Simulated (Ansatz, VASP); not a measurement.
## TlBr: VASP beside Ansatz

```
CELL_PARAMETERS angstrom
4.05275 0.00000 0.00000
0.00000 4.05275 0.00000
0.00000 0.00000 4.05275
ATOMIC_POSITIONS crystal
Tl 0.00000 0.00000 0.00000
Br 0.50000 0.50000 0.50000
```

Alike in both runs: task single point; functional PBE; k mesh 7 × 7 × 7; occupations fermi-dirac, width 0.02 eV; non-collinear spin, spin-orbit coupling.

```csv
,VASP,Ansatz
version,VASP 6.6.1,Ansatz 0.2.0
potentials or method,"VASP PAW PBE potentials, release 64 (Tl_d, Br), cutoff 500 eV",all-electron LAPW
```

```csv
,VASP,Ansatz,Ansatz less VASP
pressure (GPa),-0.1,-0.2,-0.01
net moment per atom (μB),0.00,0.00,0.000
```

Ansatz ran all-electron here, and VASP with PAW potentials.
